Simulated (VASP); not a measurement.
A run of VASP 6.6.1 is set up as follows.

The input POSCAR:

```
BaTe
1.0
    0.0000000000      3.7967339062      3.7967339062
    3.7967339062      0.0000000000      3.7967339062
    3.7967339062      3.7967339062      0.0000000000
Ba Te
1 1
Direct
    0.0000000000      0.0000000000      0.0000000000
    0.2500000000      0.2500000000      0.2500000000
```

INCAR.step1

```
SYSTEM = BaTe
PREC     = Accurate       ! precision mode
ENCUT    = 550            ! plane-wave cutoff, eV
ISMEAR   = 0              ! smearing method
SIGMA    = 0.01           ! smearing width, eV
LREAL    = .FALSE.        ! projectors in reciprocal space
LASPH    = .TRUE.         ! aspherical terms in the spheres
NELM     = 120            ! most SCF steps
NBANDS   = 15             ! bands
GGA      = PE             ! functional
ALGO     = Normal         ! electronic algorithm
EDIFF    = 1E-5           ! SCF threshold, eV
LWAVE    = .TRUE.         ! write WAVECAR
LCHARG   = .FALSE.        ! write CHGCAR
GGA_COMPAT= .FALSE.
```

Contents of INCAR.step2:

```
SYSTEM = BaTe
PREC     = Accurate       ! precision mode
ENCUT    = 550            ! plane-wave cutoff, eV
EDIFF    = 1E-6           ! SCF threshold, eV
ISMEAR   = 0              ! smearing method
SIGMA    = 0.01           ! smearing width, eV
LREAL    = .FALSE.        ! projectors in reciprocal space
LASPH    = .TRUE.         ! aspherical terms in the spheres
NELM     = 120            ! most SCF steps
ALGO     = Normal         ! electronic algorithm
ISIF     = 2              ! what is computed and relaxed
LWAVE    = .FALSE.        ! write WAVECAR
LCHARG   = .FALSE.        ! write CHGCAR
METAGGA  = R2SCAN         ! meta-GGA
LMIXTAU  = .TRUE.       
NBANDS   = 15             ! bands
ISTART   = 1            
GGA_COMPAT= .FALSE.
```

The input KPOINTS:

```
regular mesh
0
G
  6 6 6
  0 0 0
```

Potentials or basis: VASP PAW PBE potentials, release 64 (Ba_sv, Te).

Launch:

```console
$ cat potpaw_PBE.64/Ba_sv/POTCAR potpaw_PBE.64/Te/POTCAR > POTCAR
$ cp INCAR.step1 INCAR
$ mpirun -np 1 vasp_std > vasp.out
$ cp INCAR.step2 INCAR
$ mpirun -np 1 vasp_std > vasp.out
```

Problem. Predict the pressure.

Solution. 2.4 GPa.

Problem. Estimate the band gap on the k mesh.

Solution. 3.07 eV, indirect (least direct gap 3.14 eV).

Caveat: the cell differs from its parent crystal (strain -3.0%); the PAW data sets were made with another functional, which shifts forces and pressure a little; spin-orbit coupling is left out, which moves the levels of the heavy elements. A k mesh can miss the band edges.
